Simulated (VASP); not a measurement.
# Si (P6_3/mmc) in VASP: a series of runs

Si is run at these levels: PBEsol; tasks: single point.

All numbers are computed with VASP 6.6.1; they aren't measurements. Logs are shortened: lines on timing, memory, paths and dates and some standing lists are left out, and cuts for length are marked.

**1. The cell of the first run**

The structure is hexagonal, space group P6_3/mmc (No. 194). The conventional cell has a = 3.678 Å, b = 3.678 Å, c = 6.333 Å, α = 90.00°, β = 90.00°, γ = 120.00°. Si (site symmetry 3m) has 4 Si at 2.27 to 2.37 Å within 3.0 Å.

This isn't the form of Si at room conditions, which is diamond.

**2. Single point, PBEsol (strain -0.040 along x and y, +0.000 along z)**

INCAR reads:

```
SYSTEM = Si
ALGO = Normal
EDIFF = 1E-6
ENCUT = 520
GGA = PS
ISIF = 2
ISMEAR = 0
LASPH = .TRUE.
LCHARG = .FALSE.
LREAL = .FALSE.
LWAVE = .FALSE.
NBANDS = 16
NELM = 100
PREC = Accurate
SIGMA = 0.03
```

KPOINTS reads:

```
k-points
0
G
  12 12 6
  0 0 0
```

POSCAR reads:

```
Si
1.0
    3.6780647621      0.0000000000      0.0000000000
   -1.8390323811      3.1852975207      0.0000000000
    0.0000000000      0.0000000000      6.3326220002
Si
4
Direct
    0.3333333333      0.6666666667      0.0630095000
    0.6666666667      0.3333333333      0.5630095000
    0.3333333333      0.6666666667      0.4369905000
    0.6666666667      0.3333333333      0.9369905000
```

Potentials or basis: VASP PAW PBE potentials, release 64 (Si).

The run is started by

```bash
$ cat potpaw_PBE.64/Si/POTCAR > POTCAR
$ mpirun -np 1 vasp_std > vasp.out
```

OUTCAR:

```text
SYSTEM = Si
   EDIFF = 1E-6
   ENCUT = 520
   GGA = PS
   ISIF = 2
   ISMEAR = 0
   LASPH = .TRUE.
   LREAL = .FALSE.
   NELM = 100
   PREC = Accurate

 ion  position               nearest neighbor table
   1  0.333  0.667  0.063-   4 2.27   4 2.27   4 2.27   3 2.37
   2  0.667  0.333  0.563-   3 2.27   3 2.27   3 2.27   4 2.37
   3  0.333  0.667  0.437-   2 2.27   2 2.27   2 2.27   1 2.37
   4  0.667  0.333  0.937-   1 2.27   1 2.27   1 2.27   2 2.37

  LATTYP: Found a hexagonal cell.
 ALAT       =     3.6780647621
 C/A-ratio  =     1.7217266171

  Lattice vectors:

 A1 = (   3.6780647621,   0.0000000000,   0.0000000000)
 A2 = (  -1.8390323811,   3.1852975207,   0.0000000000)
 A3 = (   0.0000000000,   0.0000000000,   6.3326220002)

Analysis of symmetry for initial positions (statically):
=====================================================================
 Subroutine PRICEL returns:
 Original cell was already a primitive cell.

 Routine SETGRP: Setting up the symmetry group for a
 hexagonal supercell.

 Subroutine GETGRP returns: Found 24 space group operations
 (whereof 12 operations were pure point group operations)
 out of a pool of 24 trial point group operations.

The static configuration has the point symmetry D_3d.
 The point group associated with its full space group is D_6h.

Analysis of symmetry for dynamics (positions and initial velocities):
=====================================================================
 Subroutine PRICEL returns:
 Original cell was already a primitive cell.

 Routine SETGRP: Setting up the symmetry group for a
 hexagonal supercell.

 Subroutine GETGRP returns: Found 24 space group operations
 (whereof 12 operations were pure point group operations)
 out of a pool of 24 trial point group operations.

The dynamic configuration has the point symmetry D_3d.
 The point group associated with its full space group is D_6h.

 Subroutine INISYM returns: Found 24 space group operations
 (whereof 12 operations are pure point group operations),
 and found     1 'primitive' translations

----------------------------------------------------------------------------------------

                                     Primitive cell

  volume of cell :      74.1913

  direct lattice vectors                    reciprocal lattice vectors
     3.678064762  0.000000000  0.000000000     0.271882108  0.156971208  0.000000000
    -1.839032381  3.185297521  0.000000000     0.000000000  0.313942416  0.000000000
     0.000000000  0.000000000  6.332622000     0.000000000  0.000000000  0.157912473

  length of vectors
     3.678064762  3.678064762  6.332622000     0.313942416  0.313942416  0.157912473

  position of ions in fractional coordinates (direct lattice)
     0.333333333  0.666666667  0.063009500
     0.666666667  0.333333333  0.563009500
     0.333333333  0.666666667  0.436990500
     0.666666667  0.333333333  0.936990500

  ion indices of the primitive-cell ions
   primitive index   ion index
                 1           1
                 2           2
                 3           3
                 4           4

----------------------------------------------------------------------------------------

 KPOINTS: k-points

Automatic generation of k-mesh.
 Grid dimensions read from file:
 generate k-points for:   12   12    6

 Generating k-lattice:

  Cartesian coordinates                     Fractional coordinates (reciprocal lattice)
     0.022656842  0.013080934  0.000000000     0.083333333  0.000000000  0.000000000
     0.000000000  0.026161868  0.000000000     0.000000000  0.083333333  0.000000000
     0.000000000  0.000000000  0.026318745     0.000000000  0.000000000  0.166666667

  Length of vectors
     0.026161868  0.026161868  0.026318745

  Shift w.r.t. Gamma in fractional coordinates (k-lattice)
     0.000000000  0.000000000  0.000000000

 Subroutine IBZKPT returns following result:
 ===========================================

 Found     76 irreducible k-points:

 Following reciprocal coordinates:
            Coordinates               Weight
  0.000000  0.000000  0.000000      1.000000
  0.083333 -0.000000  0.000000      6.000000
  0.166667  0.000000  0.000000      6.000000
  0.250000  0.000000  0.000000      6.000000
  0.333333  0.000000  0.000000      6.000000
  0.416667  0.000000  0.000000      6.000000
[... 16 lines left out ...]
  0.250000  0.000000  0.166667     12.000000
  0.333333  0.000000  0.166667     12.000000
 [... further k-points ...]
   k-points           NKPTS =     76   k-points in BZ     NKDIM =     76   number of bands    NBANDS=     16
   number of dos      NEDOS =    301   number of ions     NIONS =      4
   total plane-waves  NPLWV =  37632
   dimension x,y,z NGX =    28 NGY =   28 NGZ =   48
   dimension x,y,z NGXF=    56 NGYF=   56 NGZF=   96
   ions per type =               4
   NGX,Y,Z   is equivalent  to a cutoff of  12.66, 12.66, 12.60 a.u.
[... 38 lines left out ...]
   AEXX    =    0.0000 exact exchange contribution
   IVDW    =     0    specifies the selected vdW correction
   LEPSILON=     F    determine dielectric tensor
   LRPA    =     F    only Hartree local field effects (RPA)
 non-spin polarized calculation
 Gauss-broadening in eV      SIGMA  =   0.03
  energy-cutoff  :      520.00
  volume of cell :       74.19
 maximum number of plane-waves:      2020
 NGX is ok and might be reduce to    28
   NGX = 13   NGY = 13   NGZ = 23

 number of electron      16.0000000 magnetization

 Free energy of the ion-electron system (eV)
  ---------------------------------------------------
  ext. energy  EPLUGINS =         0.00000000
  ---------------------------------------------------
  free energy    TOTEN  =       -22.73099795 eV

  energy without entropy =      -22.73099795  energy(sigma->0) =      -22.73099795

 E-fermi :   7.0533     XC(G=0):  -9.8479

 val. band max:        6.9038484680   @ k =   0.0000   0.0000   0.0000
 cond. band min:       7.1773888154   @ k =   0.5000   0.0000   0.0000
 fundamental gap:      0.2735403474
 Fermi energy:         7.0533453679

 k-point     1 :       0.0000    0.0000    0.0000
  band No.  band energies     occupation
      1      -5.9652      2.00000
      2      -3.7358      2.00000
      3      -0.7854      2.00000
      4       5.4694      2.00000
      5       5.4694      2.00000
      6       6.3731      2.00000
[... 8 lines left out ...]
     15      11.5027      0.00000
     16      12.9093      0.00000

 k-point     2 :       0.0833   -0.0000    0.0000
  band No.  band energies     occupation
      1      -5.8750      2.00000
      2      -3.6447      2.00000
      3      -0.7220      2.00000
      4       4.7268      2.00000
      5       5.2666      2.00000
      6       6.2817      2.00000
[... 8 lines left out ...]
     15      12.1054      0.00000
     16      12.2667      0.00000

 k-point     3 :       0.1667    0.0000    0.0000
  band No.  band energies     occupation
      1      -5.6064      2.00000
      2      -3.3732      2.00000
      3      -0.5518      2.00000
      4       3.3884      2.00000
      5       4.8289      2.00000
      6       4.9957      2.00000
[... 8 lines left out ...]
     15      12.3317      0.00000
     16      12.5571      0.00000

 k-point     4 :       0.2500    0.0000    0.0000
  band No.  band energies     occupation
      1      -5.1665      2.00000
      2      -2.9272      2.00000
      3      -0.3811      2.00000
      4       2.1379      2.00000
      5       3.5836      2.00000
      6       4.3782      2.00000
[... 8 lines left out ...]
     15      13.0358      0.00000
     16      13.6006      0.00000
[... 324 lines left out ...]
 k-point    22 :       0.1667    0.0000    0.1667
  band No.  band energies     occupation
      1      -5.5173      2.00000
      2      -3.6801      2.00000
      3      -0.0822      2.00000
      4       3.4747      2.00000
      5       4.6112      2.00000
      6       4.8991      2.00000
[... 8 lines left out ...]
     15      12.1194      0.00000
     16      12.7948      0.00000

 k-point    23 :       0.2500    0.0000    0.1667
  band No.  band energies     occupation
      1      -5.0779      2.00000
      2      -3.2413      2.00000
      3       0.0527      2.00000
      4       2.2658      2.00000
      5       3.2799      2.00000
      6       4.4496      2.00000
[... 8 lines left out ...]
     15      13.1188      0.00000
     16      13.4329      0.00000

 k-point    24 :       0.3333    0.0000    0.1667
  band No.  band energies     occupation
      1      -4.4866      2.00000
      2      -2.6554      2.00000
      3      -0.2907      2.00000
      4       1.7510      2.00000
      5       1.9646      2.00000
      6       4.0913      2.00000
[... 8 lines left out ...]
     15      14.3019      0.00000
     16      14.5441      0.00000

 [... further k-points ...]

------------------------ aborting loop because EDIFF is reached ----------------------------------------

  FORCE on cell =-STRESS in cart. coord.  units (eV):
  Direction    XX          YY          ZZ          XY          YZ          ZX
  --------------------------------------------------------------------------------------
  -------------------------------------------------------------------------------------
  Total        5.7026641      5.7026641      0.8667125     -0.0000000      0.0000000      0.0000000
  in kB      123.1502892    123.1502892     18.7168467     -0.0000000      0.0000000      0.0000000
  external PRESSURE =      88.3391417 kB  Pullay stress =       0.0000000 kB

 VOLUME and BASIS-vectors are now :
 -----------------------------------------------------------------------------
  energy-cutoff  :      520.00
  volume of cell :       74.19
      direct lattice vectors                 reciprocal lattice vectors
     3.678064762  0.000000000  0.000000000     0.271882108  0.156971208  0.000000000
    -1.839032381  3.185297521  0.000000000     0.000000000  0.313942416  0.000000000
     0.000000000  0.000000000  6.332622000     0.000000000  0.000000000  0.157912473

 POSITION                                       TOTAL-FORCE (eV/Angst)
 -----------------------------------------------------------------------------------
     -0.00000      2.12353      0.39902        -0.000000      0.000000      0.589674
      1.83903      1.06177      3.56533         0.000000      0.000000      0.589674
     -0.00000      2.12353      2.76730        -0.000000     -0.000000     -0.589674
      1.83903      1.06177      5.93361         0.000000      0.000000     -0.589674
 -----------------------------------------------------------------------------------
    total drift:                               -0.000000      0.000000     -0.000000

  FREE ENERGIE OF THE ION-ELECTRON SYSTEM (eV)
  ---------------------------------------------------
  free  energy   TOTEN  =       -22.7309979492 eV

  energy  without entropy=      -22.7309979492  energy(sigma->0) =      -22.73099795
```

It took 27 s on 1 thread of Intel Xeon 6975P-C (Granite Rapids), shared host; peak memory 0.21 GiB.

Results:

| Item | Value |
| --- | --- |
| Free energy | -22.7310 eV |
| Pressure | 8.8 GPa |
| Largest force | 0.590 eV/Å |
| Band gap on the k mesh | 0.27 eV (least direct gap 1.62 eV) |

Forces in eV/Å, atoms in the order of the input:
```
Si   0.000  0.000  0.590
Si   0.000  0.000  0.590
Si   0.000  0.000 -0.590
Si   0.000  0.000 -0.590
```

Caveat: the cell differs from its parent crystal (strain -0.040 along x and y, +0.000 along z); the cell stands under pressure; the PAW data sets were made with another functional, which shifts forces and pressure a little. A k mesh can miss the band edges.

**3. Single point, PBEsol (strain +0.000 along x and y, -0.040 along z)**

INCAR reads:

```
SYSTEM = Si
  PREC = Accurate
  ENCUT = 520
  EDIFF = 1E-6
  ISMEAR = 0
  SIGMA = 0.03
  LREAL = .False.
  LASPH = .True.
  NELM = 60
  ALGO = Normal
  ISIF = 2
  LWAVE = .False.
  LCHARG = .False.
  GGA = PS
  NBANDS = 16
```

KPOINTS reads:

```
Automatic mesh
0
Gamma
  12 12 6
  0 0 0
```

POSCAR reads:

```
Si
1.0
    3.8313174605      0.0000000000      0.0000000000
   -1.9156587303      3.3180182508      0.0000000000
    0.0000000000      0.0000000000      6.0793171202
Si
4
Direct
    0.3333333333      0.6666666667      0.0630095000
    0.6666666667      0.3333333333      0.5630095000
    0.3333333333      0.6666666667      0.4369905000
    0.6666666667      0.3333333333      0.9369905000
```

Potentials or basis: VASP PAW PBE potentials, release 64 (Si).

The run is started by

```bash
$ cat potpaw_PBE.64/Si/POTCAR > POTCAR
$ mpirun -np 1 vasp_std > vasp.out
```

Wall time 27 s (1 thread of Intel Xeon 6975P-C (Granite Rapids), shared host); peak memory 0.21 GiB.

It converged, with:

```
Free energy            : -22.8436 eV
Pressure               : 4.1 GPa
Largest force          : 0.577 eV/Å
Band gap on the k mesh : 0.01 eV (least direct gap 0.59 eV)
```

Forces on the atoms (eV/Å):
```
Si   0.000  0.000 -0.577
Si   0.000  0.000 -0.577
Si   0.000  0.000  0.577
Si   0.000  0.000  0.577
```

Stress tensor (GPa, compression positive):
```
 0.45  0.00  0.00
 0.00  0.45  0.00
 0.00  0.00 11.35
```

Levels at points of the mesh, in eV from the valence-band top:
| k point | band 4 | band 5 | band 6 | band 7 | band 8 | band 9 | band 10 | band 11 | band 12 | band 13 |
| --- | --- | --- | --- | --- | --- | --- | --- | --- | --- | --- |
| (0.00, 0.00, 0.00) | -1.83 | -1.83 | -0.34 | 0.00 | 0.00 | 0.59 | 1.66 | 1.66 | 2.99 | 3.79 |
| (0.50, 0.00, 0.00) | -5.93 | -5.00 | -3.38 | -3.29 | -1.43 | 0.01 | 2.36 | 2.79 | 2.92 | 5.17 |
| (0.00, 0.00, 0.50) | -4.19 | -1.15 | -1.15 | -1.15 | -1.15 | 1.51 | 1.51 | 2.77 | 2.77 | 2.77 |
| (0.50, 0.00, 0.50) | -7.48 | -2.64 | -2.64 | -2.45 | -2.45 | 0.78 | 0.78 | 1.66 | 1.66 | 5.66 |

Caveat: the cell differs from its parent crystal (strain +0.000 along x and y, -0.040 along z); the cell stands under pressure; the PAW data sets were made with another functional, which shifts forces and pressure a little. A k mesh can miss the band edges.

**4. Single point, PBEsol (strain -0.040 along x and y, +0.040 along z)**

INCAR reads:

```
SYSTEM = Si
PREC = Accurate
ENCUT = 520
EDIFF = 1E-6
ISMEAR = 0
SIGMA = 0.03
LREAL = .False.
LASPH = .True.
NELM = 60
ALGO = Normal
ISIF = 2
LWAVE = .False.
LCHARG = .True.
GGA = PS
LELF = .True.
LVHAR = .True.
NBANDS = 16
```

KPOINTS is that of step 3.

POSCAR reads:

```
Si
1.0
    3.6780647621      0.0000000000      0.0000000000
   -1.8390323811      3.1852975207      0.0000000000
    0.0000000000      0.0000000000      6.5859268802
Si
4
Direct
    0.3333333333      0.6666666667      0.0630095000
    0.6666666667      0.3333333333      0.5630095000
    0.3333333333      0.6666666667      0.4369905000
    0.6666666667      0.3333333333      0.9369905000
```

The run is started by

```bash
$ cat potpaw_PBE.64/Si/POTCAR > POTCAR
$ mpirun -np 1 vasp_std > vasp.out
```

Wall time 32 s (1 thread of Intel Xeon 6975P-C (Granite Rapids), shared host); peak memory 0.21 GiB.

Results (log left out):

```
Free energy            : -22.6780 eV
Pressure               : 4.7 GPa
Largest force          : 0.839 eV/Å
Band gap on the k mesh : 0.36 eV (least direct gap 0.92 eV)
```

Forces on the atoms (eV/Å):
```
Si   0.000  0.000  0.839
Si   0.000  0.000  0.839
Si   0.000  0.000 -0.839
Si   0.000  0.000 -0.839
```

Stress tensor (GPa, compression positive):
```
10.63  0.00  0.00
 0.00 10.63  0.00
 0.00  0.00 -7.03
```

Levels at points of the mesh, in eV from the valence-band top:
```
           k point  band 4  band 5  band 6  band 7  band 8  band 9  band 10  band 11  band 12  band 13
(0.00, 0.00, 0.00)   -1.19   -1.19   -0.65    0.00    0.00    0.92     1.92     2.35     2.35     4.10
(0.50, 0.00, 0.00)   -6.51   -4.80   -3.12   -2.95   -1.65    0.50     2.19     2.58     3.30     3.36
(0.00, 0.00, 0.50)   -4.79   -0.70   -0.70   -0.70   -0.70    2.45     2.45     3.14     3.14     3.14
(0.50, 0.00, 0.50)   -7.57   -2.81   -2.81   -2.42   -2.42    0.59     0.59     1.32     1.32     5.57
```

Caveat: the cell differs from its parent crystal (strain -0.040 along x and y, +0.040 along z); the cell stands under pressure; the PAW data sets were made with another functional, which shifts forces and pressure a little.

**5. Single point, PBEsol (strain -0.040 along x and y, +0.080 along z)**

INCAR reads:

```
PREC     = Accurate       # precision mode
ENCUT    = 520            # plane-wave cutoff, eV
EDIFF    = 1E-7           # SCF threshold, eV
ISMEAR   = 0              # smearing method
SIGMA    = 0.03           # smearing width, eV
LREAL    = F              # projectors in reciprocal space
LASPH    = T              # aspherical terms in the spheres
NELM     = 100            # most SCF steps
ALGO     = Normal         # electronic algorithm
ISIF     = 2              # what is computed and relaxed
LWAVE    = F              # write WAVECAR
LCHARG   = F              # write CHGCAR
GGA      = PS             # functional
NBANDS   = 16             # bands
```

KPOINTS reads:

```
Automatic mesh
0
Gamma
  12 12 6
```

Changes to POSCAR since step 4:

```diff
@@ -4,3 +4,3 @@
    -1.8390323811      3.1852975207      0.0000000000
-    0.0000000000      0.0000000000      6.5859268802
+    0.0000000000      0.0000000000      6.8392317602
 Si
```

The run is started by

```bash
$ cat potpaw_PBE.64/Si/POTCAR > POTCAR
$ mpirun -np 1 vasp_std > vasp.out
```

It took 40 s on 1 thread of Intel Xeon 6975P-C (Granite Rapids), shared host; peak memory 0.22 GiB.

The run converged. Its results:

```yaml
Free_energy: -22.4866 eV
Pressure: 1.7 GPa
Largest_force: 0.878 eV/Å
Band_gap_on_the_k_mesh: 0.21 eV (least direct gap 0.25 eV)
```

Forces in eV/Å, atoms in the order of the input:
```
Si   0.000  0.000  0.878
Si   0.000  0.000  0.878
Si   0.000  0.000 -0.878
Si   0.000  0.000 -0.878
```

Stress tensor (GPa, compression positive):
```
  9.12   0.00   0.00
  0.00   9.12   0.00
  0.00   0.00 -13.24
```

Levels at points of the mesh, in eV from the valence-band top:
| k point | band 5 | band 6 | band 7 | band 8 | band 9 | band 10 | band 11 | band 12 |
| --- | --- | --- | --- | --- | --- | --- | --- | --- |
| (0.00, 0.00, 0.00) | -0.99 | -0.78 | 0.00 | 0.00 | 0.25 | 2.17 | 2.53 | 2.53 |
| (0.50, 0.00, 0.00) | -4.59 | -2.95 | -2.75 | -1.67 | 0.69 | 2.06 | 2.48 | 2.69 |
| (0.00, 0.00, 0.50) | -0.57 | -0.57 | -0.57 | -0.57 | 2.59 | 2.59 | 3.23 | 3.23 |
| (0.50, 0.00, 0.50) | -2.83 | -2.83 | -2.29 | -2.29 | 0.43 | 0.43 | 1.39 | 1.39 |

Caveat: the cell differs from its parent crystal (strain -0.040 along x and y, +0.080 along z); the PAW data sets were made with another functional, which shifts forces and pressure a little.

**6. Summary**

```tsv
cell	gap on the mesh (eV)	pressure (GPa)	largest force (eV/Å)
a = 3.678, b = 3.678, c = 6.333 Å, angles 90.0, 90.0, 120.0°, 4 atoms	0.27	8.8	0.59
a = 3.831, b = 3.831, c = 6.079 Å, angles 90.0, 90.0, 120.0°, 4 atoms	0.01	4.1	0.58
a = 3.678, b = 3.678, c = 6.586 Å, angles 90.0, 90.0, 120.0°, 4 atoms	0.36	4.7	0.84
a = 3.678, b = 3.678, c = 6.839 Å, angles 90.0, 90.0, 120.0°, 4 atoms	0.21	1.7	0.88
```

Alike in all rows: task single point; level PBEsol; potentials or basis VASP PAW PBE potentials, release 64 (Si); no spin polarisation; k mesh 12 × 12 × 6; cutoff (eV) 520; smearing gaussian 0.03 eV.

Caveats: the PAW data sets were made with another functional, which shifts forces and pressure a little; the cell stands under pressure (at least some runs).

Absolute energies hang on the potentials; compare differences alone.
